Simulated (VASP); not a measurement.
# FeRu (P-6m2) in VASP: further runs

The runs below take FeRu through single point, with LDA+U, LDA.

Program: VASP 6.6.1. These are calculated values, not measurements. Logs are shortened: lines on timing, memory, paths and dates and some standing lists are left out, and cuts for length are marked.

## Step 1: The cell of the first run

Symmetry: P-6m2, No. 187, hexagonal system. Conventional cell: a = 2.643 Å, b = 2.643 Å, c = 4.070 Å, α = 90.00°, β = 90.00°, γ = 120.00°. Fe (site symmetry -6m2) has 6 Ru at 2.54 Å and 6 Fe at 2.64 Å within 3.4 Å. Ru (site symmetry -6m2) has 6 Fe at 2.54 Å and 6 Ru at 2.64 Å within 3.4 Å.

## Step 2: Single point, LDA+U

The input, INCAR:

```
SYSTEM = FeRu
ALGO = Normal
EDIFF = 1E-6
ENCUT = 690
GGA = CA
GGA_COMPAT = .FALSE.
ISIF = 2
ISMEAR = -1
LASPH = .TRUE.
LCHARG = .TRUE.
LDAU = .TRUE.
LDAUJ = 0 0
LDAUL = 2 -1
LDAUPRINT = 1
LDAUTYPE = 2
LDAUU = 6 0
LELF = .TRUE.
LMAXMIX = 4
LREAL = .FALSE.
LVHAR = .TRUE.
LWAVE = .FALSE.
NBANDS = 23
NELM = 200
PREC = Accurate
SIGMA = 0.05
```

The input, KPOINTS:

```
k-points
0
G
  12 12 7
  0 0 0
```

The input, POSCAR:

```
FeRu
1.0
    2.6428014205      0.0000000000      0.0000000000
   -1.3214007102      2.2887331673      0.0000000000
    0.0000000000      0.0000000000      4.0702270000
Fe Ru
1 1
Direct
    0.0000000000      0.0000000000      0.5000000000
    0.6666666667      0.3333333333      0.0000000000
```

Potentials or basis: VASP PAW LDA potentials, release 64 (Fe_sv, Ru_sv).

Run with:

```
$ cat potpaw_LDA.64/Fe_sv/POTCAR potpaw_LDA.64/Ru_sv/POTCAR > POTCAR
$ mpirun -np 1 vasp_std > vasp.out
```

OUTCAR:

```text
SYSTEM = FeRu
   EDIFF = 1E-6
   ENCUT = 690
   GGA = CA
   ISIF = 2
   ISMEAR = -1
   LASPH = .TRUE.
   LREAL = .FALSE.
   NELM = 200
   PREC = Accurate

 ion  position               nearest neighbor table
   1  0.000  0.000  0.500-   2 2.54   2 2.54   2 2.54   2 2.54   2 2.54   2 2.54
   2  0.667  0.333  0.000-   1 2.54   1 2.54   1 2.54   1 2.54   1 2.54   1 2.54

  LATTYP: Found a hexagonal cell.
 ALAT       =     2.6428014205
 C/A-ratio  =     1.5401183640

  Lattice vectors:

 A1 = (   2.6428014205,   0.0000000000,   0.0000000000)
 A2 = (  -1.3214007102,   2.2887331673,   0.0000000000)
 A3 = (   0.0000000000,   0.0000000000,   4.0702270000)

Analysis of symmetry for initial positions (statically):
=====================================================================
 Subroutine PRICEL returns:
 Original cell was already a primitive cell.

 Routine SETGRP: Setting up the symmetry group for a
 hexagonal supercell.

 Subroutine GETGRP returns: Found 12 space group operations
 (whereof 12 operations were pure point group operations)
 out of a pool of 24 trial point group operations.

The static configuration has the point symmetry D_3h.

Analysis of symmetry for dynamics (positions and initial velocities):
=====================================================================
 Subroutine PRICEL returns:
 Original cell was already a primitive cell.

 Routine SETGRP: Setting up the symmetry group for a
 hexagonal supercell.

 Subroutine GETGRP returns: Found 12 space group operations
 (whereof 12 operations were pure point group operations)
 out of a pool of 24 trial point group operations.

The dynamic configuration has the point symmetry D_3h.

 Subroutine INISYM returns: Found 12 space group operations
 (whereof 12 operations are pure point group operations),
 and found     1 'primitive' translations

----------------------------------------------------------------------------------------

                                     Primitive cell

  volume of cell :      24.6194

  direct lattice vectors                    reciprocal lattice vectors
     2.642801421  0.000000000  0.000000000     0.378386356  0.218461465  0.000000000
    -1.321400710  2.288733167  0.000000000     0.000000000  0.436922929  0.000000000
     0.000000000  0.000000000  4.070227000     0.000000000  0.000000000  0.245686543

  length of vectors
     2.642801421  2.642801420  4.070227000     0.436922929  0.436922929  0.245686543

  position of ions in fractional coordinates (direct lattice)
     0.000000000  0.000000000  0.500000000
     0.666666667  0.333333333  0.000000000

  ion indices of the primitive-cell ions
   primitive index   ion index
                 1           1
                 2           2

----------------------------------------------------------------------------------------

 KPOINTS: k-points

Automatic generation of k-mesh.
 Grid dimensions read from file:
 generate k-points for:   12   12    7

 Generating k-lattice:

  Cartesian coordinates                     Fractional coordinates (reciprocal lattice)
     0.031532196  0.018205122  0.000000000     0.083333333  0.000000000  0.000000000
     0.000000000  0.036410244  0.000000000     0.000000000  0.083333333  0.000000000
     0.000000000  0.000000000  0.035098078     0.000000000  0.000000000  0.142857143

  Length of vectors
     0.036410244  0.036410244  0.035098078

  Shift w.r.t. Gamma in fractional coordinates (k-lattice)
     0.000000000  0.000000000  0.000000000

 Subroutine IBZKPT returns following result:
 ===========================================

 Found     76 irreducible k-points:

 Following reciprocal coordinates:
            Coordinates               Weight
  0.000000  0.000000  0.000000      1.000000
  0.083333 -0.000000  0.000000      6.000000
  0.166667 -0.000000  0.000000      6.000000
  0.250000 -0.000000  0.000000      6.000000
  0.333333 -0.000000  0.000000      6.000000
  0.416667 -0.000000  0.000000      6.000000
[... 16 lines left out ...]
  0.250000 -0.000000  0.142857     12.000000
  0.333333 -0.000000  0.142857     12.000000
 [... further k-points ...]
   k-points           NKPTS =     76   k-points in BZ     NKDIM =     76   number of bands    NBANDS=     23
   number of dos      NEDOS =    301   number of ions     NIONS =      2
   total plane-waves  NPLWV =  20736
   dimension x,y,z NGX =    24 NGY =   24 NGZ =   36
   dimension x,y,z NGXF=    48 NGYF=   48 NGZF=   72
   ions per type =               1   1
   NGX,Y,Z   is equivalent  to a cutoff of  15.10, 15.10, 14.70 a.u.
   NGXF,Y,Z  is equivalent  to a cutoff of  30.19, 30.19, 29.41 a.u.
 SYSTEM =  FeRu
   PREC   = accura    normal or accurate (medium, high low for compatibility)
   ISTART =      0    job   : 0-new  1-cont  2-samecut
   ICHARG =      2    charge: 1-file 2-atom 10-const
   ISPIN  =      1    spin polarized calculation?
   LNONCOLLINEAR =      F non collinear calculations
   LSORBIT =      F    spin-orbit coupling
   LASPH  =      T    aspherical Exc in radial PAW
   ENCUT  =  690.0 eV  50.71 Ry    7.12 a.u.   5.66  5.66  8.72*2*pi/ulx,y,z
   NELM   =    200;   NELMIN=  2; NELMDL= -5     # of ELM steps
   EDIFF  = 0.1E-05   stopping-criterion for ELM
   LREAL  =      F    real-space projection
   EDIFFG = 0.1E-04   stopping-criterion for IOM
   NSW    =      0    number of steps for IOM
   IBRION =     -1    ionic relax: 0-MD 1-quasi-New 2-CG
   NFREE  =      0    steps in history (QN), initial steepest desc. (CG)
   ISIF   =      2    stress and relaxation
   ISYM   =      2    0-nonsym 1-usesym 2-fastsym
   POTIM  = 0.5000    time-step for ionic-motion
   TEBEG  =    0.0;   TEEND  =   0.0 temperature during run
   PSTRESS=    0.0 pullay stress
   NELECT =      32.0000    total number of electrons
   NUPDOWN=      -1.0000    fix difference up-down
   EMIN   =  10.00;   EMAX   =-10.00  energy-range for DOS
   EFERMI =   0.00;   METHOD = LEGACY
   ISMEAR =    -1;   SIGMA  =   0.05  broadening in eV -4-tet -1-fermi 0-gaus
   EFERMI_NEDOS =   21; number of points for ismear=-14 and -15
   IALGO  =     38    algorithm
   IMIX   =      4    mixing-type and parameters
     AMIX     =   0.40;   BMIX     =  1.00
     AMIX_MAG =   1.60;   BMIX_MAG =  1.00
  volume/ion in A,a.u.               =      12.31        83.07
  Fermi-wavevector in a.u.,A,eV,Ry     =   1.786619  3.376221 43.429918  3.192009
  Thomas-Fermi vector in A             =   2.850164
   LORBIT       =      0    0 simple, 1 ext, 2 COOP (PROOUT), +10 PAW based schemes
 LDA+U is selected, type is set to LDAUTYPE =  2
   angular momentum for each species LDAUL =     2   -1
   U (eV)           for each species LDAUU =   6.0  0.0
   J (eV)           for each species LDAUJ =   0.0  0.0
   GGA     = CA    functional components
   LHFCALC =     F    Hartree Fock is set to
   AEXX    =    0.0000 exact exchange contribution
   IVDW    =     0    specifies the selected vdW correction
   LEPSILON=     F    determine dielectric tensor
   LRPA    =     F    only Hartree local field effects (RPA)
 non-spin polarized calculation
  energy-cutoff  :      690.00
  volume of cell :       24.62
 maximum number of plane-waves:      1031
 NGX is ok and might be reduce to    24
   NGX = 11   NGY = 11   NGZ = 17

atom =   1  type =  1  l = 2

 onsite density matrix

spin component  1

  0.5598  0.0000 -0.0000  0.0000  0.0000
  0.0000  0.6136  0.0000  0.0000 -0.0000
 -0.0000  0.0000  0.4615 -0.0000 -0.0000
  0.0000  0.0000 -0.0000  0.6136 -0.0000
  0.0000 -0.0000 -0.0000 -0.0000  0.5598

spin component  2

  0.5598  0.0000 -0.0000  0.0000  0.0000
  0.0000  0.6136  0.0000  0.0000 -0.0000
 -0.0000  0.0000  0.4615 -0.0000 -0.0000
  0.0000  0.0000 -0.0000  0.6136 -0.0000
  0.0000 -0.0000 -0.0000 -0.0000  0.5598

 occupancies and eigenvectors

  o =  0.4615  v =  0.0000  0.0000  1.0000  0.0000  0.0000  0.0000  0.0000  0.0000  0.0000  0.0000      0.0000  0.0000  0.0000  0.0000  0.0000  0.0000  0.0000  0.0000  0.0000  0.0000
  o =  0.4615  v =  0.0000  0.0000  0.0000  0.0000  0.0000  0.0000  0.0000  1.0000  0.0000  0.0000      0.0000  0.0000  0.0000  0.0000  0.0000  0.0000  0.0000  0.0000  0.0000  0.0000
  o =  0.5598  v =  0.6788 -0.0000 -0.0000  0.0000  0.7343  0.0000  0.0000  0.0000  0.0000  0.0000      0.0000  0.0000  0.0000  0.0000  0.0000  0.0000  0.0000  0.0000  0.0000  0.0000
  o =  0.5598  v =  0.0000  0.0000  0.0000  0.0000  0.0000  0.6788 -0.0000 -0.0000  0.0000  0.7343      0.0000  0.0000  0.0000  0.0000  0.0000  0.0000  0.0000  0.0000  0.0000  0.0000
  o =  0.5598  v =  0.0000  0.0000  0.0000  0.0000  0.0000 -0.7343 -0.0000  0.0000  0.0000  0.6788      0.0000  0.0000  0.0000  0.0000  0.0000  0.0000  0.0000  0.0000  0.0000  0.0000
  o =  0.5598  v = -0.7343 -0.0000  0.0000  0.0000  0.6788  0.0000  0.0000  0.0000  0.0000  0.0000      0.0000  0.0000  0.0000  0.0000  0.0000  0.0000  0.0000  0.0000  0.0000  0.0000
  o =  0.6136  v =  0.0000  0.7770 -0.0000 -0.6295  0.0000  0.0000  0.0000  0.0000  0.0000  0.0000      0.0000  0.0000  0.0000  0.0000  0.0000  0.0000  0.0000  0.0000  0.0000  0.0000
  o =  0.6136  v =  0.0000  0.0000  0.0000  0.0000  0.0000  0.0000  0.7770 -0.0000 -0.6295  0.0000      0.0000  0.0000  0.0000  0.0000  0.0000  0.0000  0.0000  0.0000  0.0000  0.0000
  o =  0.6136  v =  0.0000  0.0000  0.0000  0.0000  0.0000  0.0000  0.6295 -0.0000  0.7770  0.0000      0.0000  0.0000  0.0000  0.0000  0.0000  0.0000  0.0000  0.0000  0.0000  0.0000
  o =  0.6136  v =  0.0000  0.6295 -0.0000  0.7770  0.0000  0.0000  0.0000  0.0000  0.0000  0.0000      0.0000  0.0000  0.0000  0.0000  0.0000  0.0000  0.0000  0.0000  0.0000  0.0000

 number of electron      31.9999994 magnetization

 Free energy of the ion-electron system (eV)
  ---------------------------------------------------
  ext. energy  EPLUGINS =         0.00000000
  ---------------------------------------------------
  free energy    TOTEN  =       -12.53589467 eV

  energy without entropy =      -12.51576104  energy(sigma->0) =      -12.52582786

 E-fermi :  13.5974     XC(G=0): -14.4066

 val. band max:       13.5789977452   @ k =   0.0833  -0.0000   0.4286
 cond. band min:      13.6158291541   @ k =   0.2500   0.0833   0.0000
 fundamental gap:      0.0368314089
 Fermi energy:        13.5974352102

 k-point     1 :       0.0000    0.0000    0.0000
  band No.  band energies     occupation
      1     -72.0631      2.00000
      2     -59.0599      2.00000
      3     -38.8205      2.00000
      4     -38.4831      2.00000
      5     -38.4831      2.00000
      6     -29.2500      2.00000
[... 613 lines left out ...]
     22      25.5611      0.00000
     23      29.0965      0.00000

 [... further k-points ...]

------------------------ aborting loop because EDIFF is reached ----------------------------------------

  FORCE on cell =-STRESS in cart. coord.  units (eV):
  Direction    XX          YY          ZZ          XY          YZ          ZX
  --------------------------------------------------------------------------------------
  -------------------------------------------------------------------------------------
  Total       -3.0925666     -3.0925666     -3.2899828     -0.0000000      0.0000000      0.0000000
  in kB     -201.2571494   -201.2571494   -214.1045441     -0.0000000      0.0000000      0.0000000
  external PRESSURE =    -205.5396143 kB  Pullay stress =       0.0000000 kB

 VOLUME and BASIS-vectors are now :
 -----------------------------------------------------------------------------
  energy-cutoff  :      690.00
  volume of cell :       24.62
      direct lattice vectors                 reciprocal lattice vectors
     2.642801421  0.000000000  0.000000000     0.378386356  0.218461465  0.000000000
    -1.321400710  2.288733167  0.000000000     0.000000000  0.436922929  0.000000000
     0.000000000  0.000000000  4.070227000     0.000000000  0.000000000  0.245686543

 POSITION                                       TOTAL-FORCE (eV/Angst)
 -----------------------------------------------------------------------------------
      0.00000      0.00000      2.03511        -0.000000     -0.000000      0.000000
      1.32140      0.76291      0.00000         0.000000      0.000000      0.000000
 -----------------------------------------------------------------------------------
    total drift:                               -0.000000      0.000000      0.000000

  FREE ENERGIE OF THE ION-ELECTRON SYSTEM (eV)
  ---------------------------------------------------
  free  energy   TOTEN  =       -12.5358946747 eV

  energy  without entropy=      -12.5157610419  energy(sigma->0) =      -12.52582786
```

It took 33 s on 1 thread of Intel Xeon 6975P-C (Granite Rapids), shared host; peak memory 0.18 GiB.

Results:

| Property | Result |
| --- | --- |
| Free energy | -12.5359 eV |
| Pressure | -20.6 GPa |
| Band gap on the k mesh | zero (bands 16 and 17 overlap by 2.06 eV) |

Levels at points of the mesh, in eV from the Fermi level:
```
           k point  band 12  band 13  band 14  band 15  band 16  band 17  band 18  band 19  band 20  band 21
(0.00, 0.00, 0.00)    -2.39    -1.30    -1.30    -1.18    -1.10    -1.10     0.91     0.91     1.31     9.84
(0.50, 0.00, 0.00)    -2.56    -1.85    -1.60    -0.70     0.60     1.33     2.03     3.06     5.75    10.82
```

Eigenvalues of the final occupation matrices:
| site | spin | trace | eigenvalues |
| --- | --- | --- | --- |
| site 1 d | 1 | 2.81 | 0.46 0.56 0.56 0.61 0.61 |
| site 1 d | 2 | 2.81 | 0.46 0.56 0.56 0.61 0.61 |

Caveat: the cell stands under tension; the run has no spin polarisation, though such a crystal can be magnetic; U without spin polarisation on a metal has little footing; the U is typed as a test and isn't derived for this compound. Spin polarisation is off, so any magnetic state and its effect on volume and gap are missing.

[end of part 1 of 2]

The gap in the log of VASP goes by the Fermi energy; the results here count the filled bands.